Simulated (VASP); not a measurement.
**C: relaxation of cell and atoms with PBE**

Crystal: C.

```
C
1.0
    -1.26919    1.26919    4.32749
     1.26919   -1.26919    4.32749
     1.26919    1.26919   -4.32749
C
4
Direct
  0.08617 0.08617 0.00000
  0.83617 0.33617 0.50000
  0.91383 0.91383 0.00000
  0.66383 0.16383 0.50000
```

The cell was generated, and may not be a known phase.

| Item | Value |
| --- | --- |
| Program | VASP 6.6.1 |
| Task | relaxation of cell and atoms |
| Functional | PBE |
| Potentials or basis | VASP PAW PBE potentials, release 64 (C) |
| Cutoff | 600 eV |
| k mesh | 26 × 26 × 26 |
| Occupations | gaussian, width 0.1 eV |
| Spin | no spin polarisation |
| Dipole correction | no |
| Further INCAR settings | ALGO = Fast; EDIFF = 1e-06; IBRION = 2; EDIFFG = -0.01; NSW = 100; ISIF = 3 |

The energy gained by relaxing is 0.0 meV/atom, the ionic steps are 3 and the pressure after relaxing is 0.0 GPa. The band gap on the k mesh is zero (bands 8 and 9 overlap by 5.08 eV).

Forces in eV/Å, atoms in the order of the input:
```
C    0.000  0.000  0.002
C    0.000  0.000  0.002
C    0.000  0.000 -0.002
C    0.000  0.000 -0.002
```

Stress tensor (GPa, compression positive):
```
 0.04  0.00  0.00
 0.00  0.04  0.00
 0.00  0.00 -0.05
```

Final structure:
```
CELL_PARAMETERS angstrom
-1.26924 1.26924 4.32702
1.26924 -1.26924 4.32702
1.26924 1.26924 -4.32702
ATOMIC_POSITIONS crystal
C 0.08615 0.08615 0.00000
C 0.83615 0.33615 0.50000
C 0.91385 0.91385 0.00000
C 0.66385 0.16385 0.50000
```

Levels at points of the mesh, in eV from the Fermi level:
```tsv
k point	band 4	band 5	band 6	band 7	band 8	band 9	band 10	band 11	band 12
(0.00, 0.00, 0.00)	-5.94	-5.94	-2.62	-1.95	-1.95	4.96	6.83	8.70	8.74
(0.50, 0.00, 0.00)	-10.23	-6.87	-5.52	-5.46	2.11	3.12	3.18	7.25	9.43
(0.50, 0.50, 0.00)	-11.56	-7.57	-7.57	-2.80	-2.80	-2.53	-2.53	10.05	10.05
(0.50, 0.50, 0.50)	-7.70	-6.26	-6.26	-0.86	-0.86	5.86	5.86	6.25	6.25
```

Run time: 40 min on 1 thread of Oxide Virtual Turin-like Processor (shared host), peak memory 0.55 GiB.

Caveat: this functional lacks dispersion, which binds layers or chains, so the pressure and a relaxed spacing across them are unreliable.
